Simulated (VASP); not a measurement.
# ZnSe (F-43m) in VASP: single point with PBE

Aim: the single point of ZnSe with PBE.

Program: VASP 6.6.1. These are calculated values, not measurements. Logs are shortened: lines on timing, memory, paths and dates and some standing lists are left out, and cuts for length are marked.

## 1. The cell of the first run

It takes space group F-43m (No. 216, cubic). Conventional cell: a = 5.668 Å, b = 5.668 Å, c = 5.668 Å, α = 90.00°, β = 90.00°, γ = 90.00°. Within 3.2 Å of Zn (site symmetry -43m) lie 4 Se at 2.45 Å. Within 3.2 Å of Se (site symmetry -43m) lie 4 Zn at 2.45 Å.

## 2. Single point, PBE

Input file INCAR:

```
SYSTEM = ZnSe
  PREC = Accurate
  ENCUT = 500
  EDIFF = 1E-6
  ISMEAR = 1
  SIGMA = 0.05
  LREAL = .False.
  LASPH = .True.
  NELM = 120
  ALGO = Normal
  ISIF = 2
  LWAVE = .False.
  LCHARG = .True.
  GGA = PE
  LELF = .True.
  LVHAR = .True.
  NBANDS = 16
  GGA_COMPAT = .False.
```

Input file KPOINTS:

```
Automatic mesh
0
Gamma
  6 6 6
  0 0 0
```

Input file POSCAR:

```
ZnSe
1.0
    0.0000000000      2.8338000000      2.8338000000
    2.8338000000      0.0000000000      2.8338000000
    2.8338000000      2.8338000000      0.0000000000
Zn Se
1 1
Direct
    0.0000000000      0.0000000000      0.0000000000
    0.7500000000      0.7500000000      0.7500000000
```

Potentials or basis: VASP PAW PBE potentials, release 64 (Zn, Se).

On the command line:

```
cat potpaw_PBE.64/Zn/POTCAR potpaw_PBE.64/Se/POTCAR > POTCAR
mpirun -np 1 vasp_std > vasp.out
```

OUTCAR:

```text
SYSTEM = ZnSe
   PREC = Accurate
   ENCUT = 500
   EDIFF = 1E-6
   ISMEAR = 1
   LREAL = .False.
   LASPH = .True.
   NELM = 120
   ISIF = 2
   GGA = PE

 ion  position               nearest neighbor table
   1  0.000  0.000  0.000-   2 2.45   2 2.45   2 2.45   2 2.45
   2  0.750  0.750  0.750-   1 2.45   1 2.45   1 2.45   1 2.45

  LATTYP: Found a face centered cubic cell.
 ALAT       =     5.6676000000

  Lattice vectors:

 A1 = (   0.0000000000,   2.8338000000,   2.8338000000)
 A2 = (   2.8338000000,   0.0000000000,   2.8338000000)
 A3 = (   2.8338000000,   2.8338000000,   0.0000000000)

Analysis of symmetry for initial positions (statically):
=====================================================================
 Subroutine PRICEL returns:
 Original cell was already a primitive cell.

 Routine SETGRP: Setting up the symmetry group for a
 face centered cubic supercell.

 Subroutine GETGRP returns: Found 24 space group operations
 (whereof 24 operations were pure point group operations)
 out of a pool of 48 trial point group operations.

The static configuration has the point symmetry T_d .

Analysis of symmetry for dynamics (positions and initial velocities):
=====================================================================
 Subroutine PRICEL returns:
 Original cell was already a primitive cell.

 Routine SETGRP: Setting up the symmetry group for a
 face centered cubic supercell.

 Subroutine GETGRP returns: Found 24 space group operations
 (whereof 24 operations were pure point group operations)
 out of a pool of 48 trial point group operations.

The dynamic configuration has the point symmetry T_d .

 Subroutine INISYM returns: Found 24 space group operations
 (whereof 24 operations are pure point group operations),
 and found     1 'primitive' translations

----------------------------------------------------------------------------------------

                                     Primitive cell

  volume of cell :      45.5132

  direct lattice vectors                    reciprocal lattice vectors
     0.000000000  2.833800000  2.833800000    -0.176441527  0.176441527  0.176441527
     2.833800000  0.000000000  2.833800000     0.176441527 -0.176441527  0.176441527
     2.833800000  2.833800000  0.000000000     0.176441527  0.176441527 -0.176441527

  length of vectors
     4.007598393  4.007598393  4.007598393     0.305605690  0.305605690  0.305605690

  position of ions in fractional coordinates (direct lattice)
     0.000000000  0.000000000  0.000000000
     0.750000000  0.750000000  0.750000000

  ion indices of the primitive-cell ions
   primitive index   ion index
                 1           1
                 2           2

----------------------------------------------------------------------------------------

 KPOINTS: Automatic mesh

Automatic generation of k-mesh.
 Grid dimensions read from file:
 generate k-points for:    6    6    6

 Generating k-lattice:

  Cartesian coordinates                     Fractional coordinates (reciprocal lattice)
    -0.029406921  0.029406921  0.029406921     0.166666667  0.000000000  0.000000000
     0.029406921 -0.029406921  0.029406921     0.000000000  0.166666667  0.000000000
     0.029406921  0.029406921 -0.029406921     0.000000000  0.000000000  0.166666667

  Length of vectors
     0.050934282  0.050934282  0.050934282

  Shift w.r.t. Gamma in fractional coordinates (k-lattice)
     0.000000000  0.000000000  0.000000000

 Subroutine IBZKPT returns following result:
 ===========================================

 Found     16 irreducible k-points:

 Following reciprocal coordinates:
            Coordinates               Weight
  0.000000  0.000000  0.000000      1.000000
  0.166667  0.000000  0.000000      8.000000
  0.333333  0.000000  0.000000      8.000000
  0.500000  0.000000  0.000000      4.000000
  0.166667  0.166667  0.000000      6.000000
  0.333333  0.166667  0.000000     24.000000
[... 8 lines left out ...]
 -0.333333  0.333333  0.166667     24.000000
 -0.333333  0.500000  0.166667     12.000000
   k-points           NKPTS =     16   k-points in BZ     NKDIM =     16   number of bands    NBANDS=     16
   number of dos      NEDOS =    301   number of ions     NIONS =      2
   total plane-waves  NPLWV =  27000
   dimension x,y,z NGX =    30 NGY =   30 NGZ =   30
   dimension x,y,z NGXF=    60 NGYF=   60 NGZF=   60
   ions per type =               1   1
   NGX,Y,Z   is equivalent  to a cutoff of  12.44, 12.44, 12.44 a.u.
   NGXF,Y,Z  is equivalent  to a cutoff of  24.89, 24.89, 24.89 a.u.
 SYSTEM =  ZnSe
   PREC   = accura    normal or accurate (medium, high low for compatibility)
   ISTART =      0    job   : 0-new  1-cont  2-samecut
   ICHARG =      2    charge: 1-file 2-atom 10-const
   ISPIN  =      1    spin polarized calculation?
   LNONCOLLINEAR =      F non collinear calculations
   LSORBIT =      F    spin-orbit coupling
   LASPH  =      T    aspherical Exc in radial PAW
   ENCUT  =  500.0 eV  36.75 Ry    6.06 a.u.   7.31  7.31  7.31*2*pi/ulx,y,z
   NELM   =    120;   NELMIN=  2; NELMDL= -5     # of ELM steps
   EDIFF  = 0.1E-05   stopping-criterion for ELM
   LREAL  =      F    real-space projection
   EDIFFG = 0.1E-04   stopping-criterion for IOM
   NSW    =      0    number of steps for IOM
   IBRION =     -1    ionic relax: 0-MD 1-quasi-New 2-CG
   NFREE  =      0    steps in history (QN), initial steepest desc. (CG)
   ISIF   =      2    stress and relaxation
   ISYM   =      2    0-nonsym 1-usesym 2-fastsym
   POTIM  = 0.5000    time-step for ionic-motion
   TEBEG  =    0.0;   TEEND  =   0.0 temperature during run
   PSTRESS=    0.0 pullay stress
   NELECT =      18.0000    total number of electrons
   NUPDOWN=      -1.0000    fix difference up-down
   EMIN   =  10.00;   EMAX   =-10.00  energy-range for DOS
   EFERMI =   0.00;   METHOD = LEGACY
   ISMEAR =     1;   SIGMA  =   0.05  broadening in eV -4-tet -1-fermi 0-gaus
   EFERMI_NEDOS =   21; number of points for ismear=-14 and -15
   IALGO  =     38    algorithm
   IMIX   =      4    mixing-type and parameters
     AMIX     =   0.40;   BMIX     =  1.00
     AMIX_MAG =   1.60;   BMIX_MAG =  1.00
  volume/ion in A,a.u.               =      22.76       153.57
  Fermi-wavevector in a.u.,A,eV,Ry     =   1.201673  2.270834 19.647073  1.444019
  Thomas-Fermi vector in A             =   2.337476
   LORBIT       =      0    0 simple, 1 ext, 2 COOP (PROOUT), +10 PAW based schemes
   GGA     = PE    functional components
   LHFCALC =     F    Hartree Fock is set to
   AEXX    =    0.0000 exact exchange contribution
   IVDW    =     0    specifies the selected vdW correction
   LEPSILON=     F    determine dielectric tensor
   LRPA    =     F    only Hartree local field effects (RPA)
 non-spin polarized calculation
 Methfessel and Paxton  Order N= 1 SIGMA  =   0.05
  energy-cutoff  :      500.00
  volume of cell :       45.51
 maximum number of plane-waves:      1173
 NGX is ok and might be reduce to    30
   NGX = 15   NGY = 15   NGZ = 15

 number of electron      18.0000012 magnetization

 Free energy of the ion-electron system (eV)
  ---------------------------------------------------
  ext. energy  EPLUGINS =         0.00000000
  ---------------------------------------------------
  free energy    TOTEN  =        -6.01476090 eV

  energy without entropy =       -6.01480117  energy(sigma->0) =       -6.01477432

 E-fermi :   1.6588     XC(G=0):  -9.3201

 val. band max:        1.6166968573   @ k =   0.0000   0.0000   0.0000
 cond. band min:       2.9054805115   @ k =   0.0000   0.0000   0.0000
 fundamental gap:      1.2887836543
 Fermi energy:         1.6587909094

 k-point     1 :       0.0000    0.0000    0.0000
  band No.  band energies     occupation
      1     -11.6419      2.00000
      2      -4.9327      2.00000
      3      -4.9327      2.00000
      4      -4.9327      2.00000
      5      -4.5632      2.00000
      6      -4.5632      2.00000
[... 8 lines left out ...]
     15      13.0751      0.00000
     16      13.0751      0.00000

 k-point     2 :       0.1667    0.0000    0.0000
  band No.  band energies     occupation
      1     -11.4675      2.00000
      2      -4.9163      2.00000
      3      -4.9061      2.00000
      4      -4.9061      2.00000
      5      -4.5650      2.00000
      6      -4.5650      2.00000
[... 8 lines left out ...]
     15      12.0765      0.00000
     16      12.6357      0.00000

 k-point     3 :       0.3333    0.0000    0.0000
  band No.  band energies     occupation
      1     -11.0759      2.00000
      2      -4.8614      2.00000
      3      -4.8614      2.00000
      4      -4.7621      2.00000
      5      -4.5567      2.00000
      6      -4.5567      2.00000
[... 8 lines left out ...]
     15      12.6673      0.00000
     16      12.6673      0.00000

 k-point     4 :       0.5000    0.0000    0.0000
  band No.  band energies     occupation
      1     -10.8524      2.00000
      2      -4.8451      2.00000
      3      -4.8451      2.00000
      4      -4.5448      2.00000
      5      -4.5448      2.00000
      6      -4.4045      2.00000
[... 8 lines left out ...]
     15      14.7216      0.00000
     16      14.7216      0.00000
[... 172 lines left out ...]
 k-point    14 :       0.5000    0.3333    0.1667
  band No.  band energies     occupation
      1     -10.8040      2.00000
      2      -4.8402      2.00000
      3      -4.7942      2.00000
      4      -4.6932      2.00000
      5      -4.5469      2.00000
      6      -4.4967      2.00000
[... 8 lines left out ...]
     15      14.4988      0.00000
     16      15.9177      0.00000

 k-point    15 :      -0.3333    0.3333    0.1667
  band No.  band energies     occupation
      1     -10.6513      2.00000
      2      -4.8202      2.00000
      3      -4.7651      2.00000
      4      -4.5989      2.00000
      5      -4.5694      2.00000
      6      -4.3199      2.00000
[... 8 lines left out ...]
     15      14.6797      0.00000
     16      15.6341      0.00000

 k-point    16 :      -0.3333    0.5000    0.1667
  band No.  band energies     occupation
      1     -10.5804      2.00000
      2      -4.8351      2.00000
      3      -4.7163      2.00000
      4      -4.6437      2.00000
      5      -4.5489      2.00000
      6      -4.2923      2.00000
[... 8 lines left out ...]
     15      15.3723      0.00000
     16      15.7965      0.00000

------------------------ aborting loop because EDIFF is reached ----------------------------------------

  FORCE on cell =-STRESS in cart. coord.  units (eV):
  Direction    XX          YY          ZZ          XY          YZ          ZX
  --------------------------------------------------------------------------------------
  -------------------------------------------------------------------------------------
  Total        0.6713752      0.6713752      0.6713752      0.0000000      0.0000000     -0.0000000
  in kB       23.6340590     23.6340590     23.6340590      0.0000000      0.0000000     -0.0000000
  external PRESSURE =      23.6340590 kB  Pullay stress =       0.0000000 kB

 VOLUME and BASIS-vectors are now :
 -----------------------------------------------------------------------------
  energy-cutoff  :      500.00
  volume of cell :       45.51
      direct lattice vectors                 reciprocal lattice vectors
     0.000000000  2.833800000  2.833800000    -0.176441527  0.176441527  0.176441527
     2.833800000  0.000000000  2.833800000     0.176441527 -0.176441527  0.176441527
     2.833800000  2.833800000  0.000000000     0.176441527  0.176441527 -0.176441527

 POSITION                                       TOTAL-FORCE (eV/Angst)
 -----------------------------------------------------------------------------------
      0.00000      0.00000      0.00000        -0.000000     -0.000000      0.000000
      4.25070      4.25070      4.25070         0.000000      0.000000     -0.000000
 -----------------------------------------------------------------------------------
    total drift:                                0.000000      0.000000      0.000000

  FREE ENERGIE OF THE ION-ELECTRON SYSTEM (eV)
  ---------------------------------------------------
  free  energy   TOTEN  =        -6.0147609020 eV

  energy  without entropy=       -6.0148011652  energy(sigma->0) =       -6.01477432
```

Run time: 17 s. Hardware: 1 thread of Intel Xeon Platinum 8259CL at 2.50GHz (Skylake/Cascade Lake), shared host; peak memory 0.16 GiB.

What came out:

```yaml
Free_energy: -6.0148 eV
Pressure: 2.4 GPa
Band_gap_on_the_k_mesh: 1.29 eV
```

Expect the measured gap to be larger: semilocal functionals such as PBE lack the derivative discontinuity.
